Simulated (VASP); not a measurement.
Set up this calculation in VASP 6.6.1, as the native input.

| Property | Result |
| --- | --- |
| Task | single point |
| Functional | PBE |
| Potentials or basis | VASP PAW PBE potentials, release 64 (Mg, H) |
| Cutoff | 520 eV |
| k mesh | 6 × 6 × 2 |
| Occupations | gaussian, width 0.1 eV |
| Spin | no spin polarisation |
| Dipole correction | no |
| Further INCAR settings | ALGO = Normal; EDIFF = 1e-07; NBANDS = 13 |

The structure of MgH2 lies in POSCAR:

```
MgH2
1.0
    3.0202034758      0.0000000000      0.0000000000
   -1.5101017379      2.6155729346      0.0000000000
    0.0000000000      0.0000000000      9.3466349692
Mg H
2 4
Direct
    0.3333333333      0.6666666667      0.3748912386
    0.6666666667      0.3333333333      0.8748912386
    0.3333333333      0.6666666667     -0.0255501108
    0.6666666667      0.3333333333      0.4744498892
    0.0000000000      0.0000000000      0.2756588722
    0.0000000000      0.0000000000      0.7756588722
```

One way to write it, as run:

INCAR

```
SYSTEM = MgH2
  ALGO = Normal
  EDIFF = 1E-7
  ENCUT = 520
  GGA = PE
  ISIF = 2
  ISMEAR = 0
  LASPH = .True.
  LCHARG = .False.
  LREAL = .False.
  LWAVE = .False.
  NBANDS = 13
  NELM = 60
  PREC = Accurate
  SIGMA = 0.1
```

KPOINTS

```
k-points
0
Gamma
  6 6 2
  0 0 0
```

Potentials or basis: VASP PAW PBE potentials, release 64 (Mg, H).

Launch:

```console
$ cat potpaw_PBE.64/Mg/POTCAR potpaw_PBE.64/H/POTCAR > POTCAR
$ mpirun -np 1 vasp_std > vasp.out
```

Results of the run:

```
Pressure               : -0.1 GPa
Band gap on the k mesh : 4.29 eV (least direct gap 4.90 eV)
```

Run time: 7.4 s on 1 thread of AMD EPYC 9R45 96-Core Processor (Zen 5), on a shared host, peak memory 0.16 GiB.
